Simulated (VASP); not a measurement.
# InSb (F-43m) in VASP: further runs, part 2 of 2

VASP 6.6.1.

### 4 Electric field gradients, PBE (volume scaled by 1.04)

INCAR reads:

```
PREC = Accurate ; ENCUT = 520
EDIFF = 1E-8 ; ISMEAR = -1
SIGMA = 0.05 ; LREAL = False
LASPH = True ; NELM = 60
ALGO = Normal ; ISIF = 2
LWAVE = False ; LCHARG = False
GGA = PE ; LEFG = True
NBANDS = 16
```

KPOINTS reads:

```
Automatic mesh
0
Gamma
  9 9 9
```

POSCAR reads:

```
InSb
1.0
    0.0000000000      3.2817246249      3.2817246249
    3.2817246249      0.0000000000      3.2817246249
    3.2817246249      3.2817246249      0.0000000000
In Sb
1 1
Direct
    0.0000000000      0.0000000000      0.0000000000
    0.7500000000      0.7500000000      0.7500000000
```

Potentials or basis: VASP PAW PBE potentials, release 64 (In_d, Sb).

The run is started by

```
> cat potpaw_PBE.64/In_d/POTCAR potpaw_PBE.64/Sb/POTCAR > POTCAR
> mpirun -np 1 vasp_std > vasp.out
```

OUTCAR:

```text
PREC = Accurate
   ENCUT = 520
   EDIFF = 1E-8
   ISMEAR = -1
   LREAL = False
   LASPH = True
   NELM = 60
   ISIF = 2
   GGA = PE

 ion  position               nearest neighbor table
   1  0.000  0.000  0.000-   2 2.84   2 2.84   2 2.84   2 2.84
   2  0.750  0.750  0.750-   1 2.84   1 2.84   1 2.84   1 2.84

  LATTYP: Found a face centered cubic cell.
 ALAT       =     6.5634492498

  Lattice vectors:

 A1 = (   0.0000000000,   3.2817246249,   3.2817246249)
 A2 = (   3.2817246249,   0.0000000000,   3.2817246249)
 A3 = (   3.2817246249,   3.2817246249,   0.0000000000)

Analysis of symmetry for initial positions (statically):
=====================================================================
 Subroutine PRICEL returns:
 Original cell was already a primitive cell.

 Routine SETGRP: Setting up the symmetry group for a
 face centered cubic supercell.

 Subroutine GETGRP returns: Found 24 space group operations
 (whereof 24 operations were pure point group operations)
 out of a pool of 48 trial point group operations.

The static configuration has the point symmetry T_d .

Analysis of symmetry for dynamics (positions and initial velocities):
=====================================================================
 Subroutine PRICEL returns:
 Original cell was already a primitive cell.

 Routine SETGRP: Setting up the symmetry group for a
 face centered cubic supercell.

 Subroutine GETGRP returns: Found 24 space group operations
 (whereof 24 operations were pure point group operations)
 out of a pool of 48 trial point group operations.

The dynamic configuration has the point symmetry T_d .

 Subroutine INISYM returns: Found 24 space group operations
 (whereof 24 operations are pure point group operations),
 and found     1 'primitive' translations

----------------------------------------------------------------------------------------

                                     Primitive cell

  volume of cell :      70.6865

  direct lattice vectors                    reciprocal lattice vectors
     0.000000000  3.281724625  3.281724625    -0.152358914  0.152358914  0.152358914
     3.281724625  0.000000000  3.281724625     0.152358914 -0.152358914  0.152358914
     3.281724625  3.281724625  0.000000000     0.152358914  0.152358914 -0.152358914

  length of vectors
     4.641059473  4.641059473  4.641059473     0.263893380  0.263893380  0.263893380

  position of ions in fractional coordinates (direct lattice)
     0.000000000  0.000000000  0.000000000
     0.750000000  0.750000000  0.750000000

  ion indices of the primitive-cell ions
   primitive index   ion index
                 1           1
                 2           2

----------------------------------------------------------------------------------------

 KPOINTS: Automatic mesh

Automatic generation of k-mesh.
 Grid dimensions read from file:
 generate k-points for:    9    9    9

 Generating k-lattice:

[... 63 lines left out ...]
   EDIFFG = 0.1E-06   stopping-criterion for IOM
   NSW    =      0    number of steps for IOM
   IBRION =     -1    ionic relax: 0-MD 1-quasi-New 2-CG
   NFREE  =      0    steps in history (QN), initial steepest desc. (CG)
   ISIF   =      2    stress and relaxation
   ISYM   =      2    0-nonsym 1-usesym 2-fastsym
   POTIM  = 0.5000    time-step for ionic-motion
   TEBEG  =    0.0;   TEEND  =   0.0 temperature during run
   PSTRESS=    0.0 pullay stress
   NELECT =      18.0000    total number of electrons
   NUPDOWN=      -1.0000    fix difference up-down
   EMIN   =  10.00;   EMAX   =-10.00  energy-range for DOS
   EFERMI =   0.00;   METHOD = LEGACY
   ISMEAR =    -1;   SIGMA  =   0.05  broadening in eV -4-tet -1-fermi 0-gaus
   EFERMI_NEDOS =   21; number of points for ismear=-14 and -15
   IALGO  =     38    algorithm
   IMIX   =      4    mixing-type and parameters
     AMIX     =   0.40;   BMIX     =  1.00
     AMIX_MAG =   1.60;   BMIX_MAG =  1.00
  volume/ion in A,a.u.               =      35.34       238.51
  Fermi-wavevector in a.u.,A,eV,Ry     =   1.037656  1.960886 14.649809  1.076731
  Thomas-Fermi vector in A             =   2.172104
   LORBIT       =      0    0 simple, 1 ext, 2 COOP (PROOUT), +10 PAW based schemes
   GGA     = PE    functional components
   LHFCALC =     F    Hartree Fock is set to
   AEXX    =    0.0000 exact exchange contribution
   IVDW    =     0    specifies the selected vdW correction
   LEPSILON=     F    determine dielectric tensor
   LRPA    =     F    only Hartree local field effects (RPA)
 non-spin polarized calculation
  energy-cutoff  :      520.00
  volume of cell :       70.69
 maximum number of plane-waves:      1932
   NGX = 17   NGY = 17   NGZ = 17

 number of electron      18.0000000 magnetization

 Free energy of the ion-electron system (eV)
  ---------------------------------------------------
  ext. energy  EPLUGINS =         0.00000000
  ---------------------------------------------------
  free energy    TOTEN  =        -6.94202815 eV

  energy without entropy =       -6.94157826  energy(sigma->0) =       -6.94180321

 E-fermi :   4.7620     XC(G=0):  -8.5199

 val. band max:        4.7033220641   @ k =   0.0000   0.0000   0.0000
 cond. band min:       5.1931383840   @ k =   0.4444   0.0000   0.0000
 fundamental gap:      0.4898163199
 Fermi energy:         4.7620064763

 k-point     1 :       0.0000    0.0000    0.0000
  band No.  band energies     occupation
      1      -9.8240      2.00000
      2      -9.8240      2.00000
      3      -9.8240      2.00000
      4      -9.7493      2.00000
      5      -9.7493      2.00000
      6      -5.7738      2.00000
[... 433 lines left out ...]
      3      -9.7872      2.00000
      4      -9.7650      2.00000
      5      -9.7415      2.00000
      6      -4.0447      2.00000
[... 8 lines left out ...]
     15      14.6702      0.00000
     16      15.1936      0.00000

 [... further k-points ...]
[... 5 lines left out ...]
  --------------------------------------------------------------------------------------
  -------------------------------------------------------------------------------------
  Total        0.5653193      0.5653193      0.5653193      0.0000000      0.0000000      0.0000000
  in kB       12.8135058     12.8135058     12.8135058      0.0000000      0.0000000      0.0000000
  external PRESSURE =      12.8135058 kB  Pullay stress =       0.0000000 kB

 VOLUME and BASIS-vectors are now :
 -----------------------------------------------------------------------------
  energy-cutoff  :      520.00
  volume of cell :       70.69
      direct lattice vectors                 reciprocal lattice vectors
     0.000000000  3.281724625  3.281724625    -0.152358914  0.152358914  0.152358914
     3.281724625  0.000000000  3.281724625     0.152358914 -0.152358914  0.152358914
     3.281724625  3.281724625  0.000000000     0.152358914  0.152358914 -0.152358914

 POSITION                                       TOTAL-FORCE (eV/Angst)
 -----------------------------------------------------------------------------------
      0.00000      0.00000      0.00000        -0.000000     -0.000000     -0.000000
      4.92259      4.92259      4.92259         0.000000      0.000000      0.000000
 -----------------------------------------------------------------------------------
    total drift:                                0.000000      0.000000      0.000000

  FREE ENERGIE OF THE ION-ELECTRON SYSTEM (eV)
  ---------------------------------------------------
  free  energy   TOTEN  =        -6.9420281490 eV

  energy  without entropy=       -6.9415782632  energy(sigma->0) =       -6.94180321

 Electric field gradients (V/A^2)
---------------------------------------------------------------------
 ion       V_xx      V_yy      V_zz      V_xy      V_xz      V_yz
---------------------------------------------------------------------
   1       0.000    -0.000     0.000     0.002     0.002     0.002
   2      -0.000    -0.000     0.000    -0.000    -0.000    -0.000
---------------------------------------------------------------------

 Electric field gradients after diagonalization (V/A^2)
 (convention: |V_zz| > |V_xx| > |V_yy|)
----------------------------------------------------------------------
 ion       V_xx      V_yy      V_zz     asymmetry (V_yy - V_xx)/ V_zz
----------------------------------------------------------------------
   1      -0.002    -0.002     0.004       0.000
   2       0.000     0.000    -0.000       0.000
----------------------------------------------------------------------

           NMR quadrupolar parameters

 Cq : quadrupolar parameter    Cq=e*Q*V_zz/h
 eta: asymmetry parameters     (V_yy - V_xx)/ V_zz
 Q  : nuclear electric quadrupole moment in mb (millibarn)
----------------------------------------------------------------------
 ion       Cq(MHz)       eta       Q (mb)
----------------------------------------------------------------------
   1       0.000       0.000       1.000
   2      -0.000       0.000       1.000
----------------------------------------------------------------------
```

stdout:

```text
POSCAR found type information on POSCAR InSb
 POSCAR found :  2 types and       2 ions
 scaLAPACK will be used
 LDA part: xc-table for (Slater+PW92), standard interpolation
 POSCAR, INCAR and KPOINTS ok, starting setup
 FFT: planning ... GRIDC
 FFT: planning ... GRID_SOFT
 FFT: planning ... GRID
 WAVECAR not read
 entering main loop
ion   1

ion   2
```

Wall time 18 s (1 thread of Intel Xeon 6975P-C (Granite Rapids), shared host); peak memory 0.22 GiB.

What came out:

```yaml
Free_energy: -6.9420 eV
Pressure: 1.3 GPa
Band_gap_on_the_k_mesh: zero (filled and empty bands touch)
```

Caveat: the cell differs from its parent crystal (volume scaled by 1.04); without QUAD_EFG the Cq values of the log hold for a quadrupole moment of 1 mb, not for the nuclei; spin-orbit coupling is left out, which moves the levels of the heavy elements.

### 5 Density of states, PBE

This run uses another cell than the first one, of 33.98 Å³/atom, 0.980 times its volume.

POSCAR reads:

```
InSb
1.0
    0.0000000000      3.2391000000      3.2391000000
    3.2391000000      0.0000000000      3.2391000000
    3.2391000000      3.2391000000      0.0000000000
In Sb
1 1
Direct
    0.0000000000      0.0000000000      0.0000000000
    0.7500000000      0.7500000000      0.7500000000
```

INCAR.step1 reads:

```
SYSTEM = InSb
ALGO     = Normal         ! electronic algorithm
EDIFF    = 1E-6           ! SCF threshold, eV
ENCUT    = 520            ! plane-wave cutoff, eV
GGA      = PE             ! functional
ISIF     = 2              ! what is computed and relaxed
ISMEAR   = -1             ! smearing method
LASPH    = .True.         ! aspherical terms in the spheres
LCHARG   = .True.         ! write CHGCAR
LREAL    = .False.        ! projectors in reciprocal space
LWAVE    = .False.        ! write WAVECAR
NBANDS   = 16             ! bands
NELM     = 100            ! most SCF steps
PREC     = Accurate       ! precision mode
SIGMA    = 0.05           ! smearing width, eV
```

KPOINTS.step1 reads:

```
k-points
0
Gamma
  9 9 9
  0 0 0
```

INCAR.step2 reads:

```
SYSTEM = InSb
ALGO     = Normal         ! electronic algorithm
EDIFF    = 1E-6           ! SCF threshold, eV
ENCUT    = 520            ! plane-wave cutoff, eV
GGA      = PE             ! functional
ICHARG   = 11             ! starting density
ISIF     = 2              ! what is computed and relaxed
ISMEAR   = -5             ! smearing method
LASPH    = .True.         ! aspherical terms in the spheres
LCHARG   = .False.        ! write CHGCAR
LORBIT   = 11             ! projections on sites
LREAL    = .False.        ! projectors in reciprocal space
LWAVE    = .False.        ! write WAVECAR
NBANDS   = 16             ! bands
NEDOS    = 2001           ! points of the DOS
NELM     = 100            ! most SCF steps
PREC     = Accurate       ! precision mode
SIGMA    = 0.05           ! smearing width, eV
```

KPOINTS.step2 reads:

```
k-points
0
Gamma
  14 14 14
  0 0 0
```

Potentials or basis: VASP PAW PBE potentials, release 64 (In_d, Sb).

The run is started by

```
> cat potpaw_PBE.64/In_d/POTCAR potpaw_PBE.64/Sb/POTCAR > POTCAR
> cp INCAR.step1 INCAR
> cp KPOINTS.step1 KPOINTS
> mpirun -np 1 vasp_std > vasp.out
> cp INCAR.step2 INCAR
> cp KPOINTS.step2 KPOINTS
> mpirun -np 1 vasp_std > vasp.out
```

OUTCAR:

```text
SYSTEM = InSb
   EDIFF = 1E-6
   ENCUT = 520
   GGA = PE
   ICHARG = 11
   ISIF = 2
   ISMEAR = -5
   LASPH = .True.
   LORBIT = 11
   LREAL = .False.
   NELM = 100
   PREC = Accurate

 ion  position               nearest neighbor table
   1  0.000  0.000  0.000-   2 2.81   2 2.81   2 2.81   2 2.81
   2  0.750  0.750  0.750-   1 2.81   1 2.81   1 2.81   1 2.81

  LATTYP: Found a face centered cubic cell.
 ALAT       =     6.4782000000

  Lattice vectors:

 A1 = (   0.0000000000,   3.2391000000,   3.2391000000)
 A2 = (   3.2391000000,   0.0000000000,   3.2391000000)
 A3 = (   3.2391000000,   3.2391000000,   0.0000000000)

Analysis of symmetry for initial positions (statically):
=====================================================================
 Subroutine PRICEL returns:
 Original cell was already a primitive cell.

 Routine SETGRP: Setting up the symmetry group for a
 face centered cubic supercell.

 Subroutine GETGRP returns: Found 24 space group operations
 (whereof 24 operations were pure point group operations)
 out of a pool of 48 trial point group operations.

The static configuration has the point symmetry T_d .

Analysis of symmetry for dynamics (positions and initial velocities):
[... 164 lines left out ...]
 cond. band min:       5.1098263253   @ k =   0.0000   0.0000   0.0000
 fundamental gap:      0.0000001959
 Fermi energy:         5.1098161430

 k-point     1 :       0.0000    0.0000    0.0000
  band No.  band energies     occupation
      1      -9.4977      2.00000
      2      -9.4977      2.00000
      3      -9.4977      2.00000
      4      -9.4112      2.00000
      5      -9.4112      2.00000
      6      -5.6101      2.00000
[... 433 lines left out ...]
      3      -9.4808      2.00000
      4      -9.4164      2.00000
      5      -9.4082      2.00000
      6      -4.9613      2.00000
[... 8 lines left out ...]
     15      13.1480      0.00000
     16      13.4611      0.00000

 [... further k-points ...]
[... 5 lines left out ...]
  --------------------------------------------------------------------------------------
  -------------------------------------------------------------------------------------
  Total        1.3322742      1.3322742      1.3322742     -0.0000000      0.0000000     -0.0000000
  in kB       31.4051697     31.4051697     31.4051697     -0.0000000      0.0000000     -0.0000000
  external PRESSURE =      31.4051697 kB  Pullay stress =       0.0000000 kB

 VOLUME and BASIS-vectors are now :
 -----------------------------------------------------------------------------
  energy-cutoff  :      520.00
  volume of cell :       67.97
      direct lattice vectors                 reciprocal lattice vectors
     0.000000000  3.239100000  3.239100000    -0.154363867  0.154363867  0.154363867
     3.239100000  0.000000000  3.239100000     0.154363867 -0.154363867  0.154363867
     3.239100000  3.239100000  0.000000000     0.154363867  0.154363867 -0.154363867

 POSITION                                       TOTAL-FORCE (eV/Angst)
 -----------------------------------------------------------------------------------
      0.00000      0.00000      0.00000        -0.000000     -0.000000     -0.000000
      4.85865      4.85865      4.85865         0.000000      0.000000      0.000000
 -----------------------------------------------------------------------------------
    total drift:                                0.000000      0.000000      0.000000

  FREE ENERGIE OF THE ION-ELECTRON SYSTEM (eV)
  ---------------------------------------------------
  free  energy   TOTEN  =        -6.9074711025 eV

  energy  without entropy=       -6.9074711025  energy(sigma->0) =       -6.90747110

 total charge

# of ion       s       p       d       tot
------------------------------------------
    1        0.872   0.717   9.865  11.454
    2        1.135   1.339   0.020   2.494
--------------------------------------------------
tot          2.007   2.056   9.885  13.949
```

OSZICAR.step1:

```text
N       E                     dE             d eps       ncg     rms          rms(c)
DAV:   1     0.114573262705E+03    0.11457E+03   -0.79590E+03  1120   0.111E+03
DAV:   2     0.439366479065E+00   -0.11413E+03   -0.11029E+03  1224   0.283E+02
DAV:   3    -0.679922452986E+01   -0.72386E+01   -0.72114E+01  1456   0.725E+01
DAV:   4    -0.700535444285E+01   -0.20613E+00   -0.20608E+00  1360   0.140E+01
DAV:   5    -0.701516440428E+01   -0.98100E-02   -0.98098E-02  1672   0.251E+00    0.417E+00
DAV:   6    -0.691702754510E+01    0.98137E-01   -0.15259E-01  1624   0.596E+00    0.242E+00
DAV:   7    -0.690304915380E+01    0.13978E-01   -0.69875E-02  1536   0.248E+00    0.625E-01
DAV:   8    -0.690404492298E+01   -0.99577E-03   -0.77528E-03  1456   0.102E+00    0.253E-01
DAV:   9    -0.690467471644E+01   -0.62979E-03   -0.91846E-04  1360   0.258E-01    0.745E-02
DAV:  10    -0.690472354183E+01   -0.48825E-04   -0.48606E-05  1552   0.470E-02    0.361E-02
DAV:  11    -0.690476637954E+01   -0.42838E-04   -0.74206E-05  1304   0.556E-02    0.221E-02
DAV:  12    -0.690476773356E+01   -0.13540E-05   -0.11512E-06  1224   0.803E-03    0.633E-03
DAV:  13    -0.690476808293E+01   -0.34937E-06   -0.14603E-06  1312   0.668E-03
   1 F= -.69047681E+01 E0= -.69045526E+01  d E =-.430879E-03
```

Run time: 42 s. Hardware: 1 thread of Intel Xeon 6975P-C (Granite Rapids), shared host; peak memory 0.27 GiB.

What came out:

```
Valence electrons inside the program's atomic spheres : In 11.45; Sb 2.49
```

Caveat: spin-orbit coupling is left out, which moves the levels of the heavy elements; tetrahedron occupations give inexact forces and stress in metals.

### 6 Overview

| task | cell | k mesh for the DOS | occupations for the DOS | gap on the mesh (eV) | pressure (GPa) |
| --- | --- | --- | --- | --- | --- |
| electric field gradients | a = 4.611 Å, angles 60.0°, 2 atoms | - | - | none | 2.2 |
| electric field gradients | a = 4.641 Å, angles 60.0°, 2 atoms | - | - | none | 1.3 |
| density of states | a = 4.581 Å, angles 60.0°, 2 atoms | 14 × 14 × 14 | tetrahedron | - | - |

Alike in all rows: level PBE; potentials or basis VASP PAW PBE potentials, release 64 (In_d, Sb); no spin polarisation; k mesh 9 × 9 × 9; cutoff (eV) 520; smearing fermi-dirac 0.05 eV.

Caveats: spin-orbit coupling is left out, which moves the levels of the heavy elements; tetrahedron occupations give inexact forces and stress in metals (some runs).

Absolute energies hang on the potentials; compare differences alone.
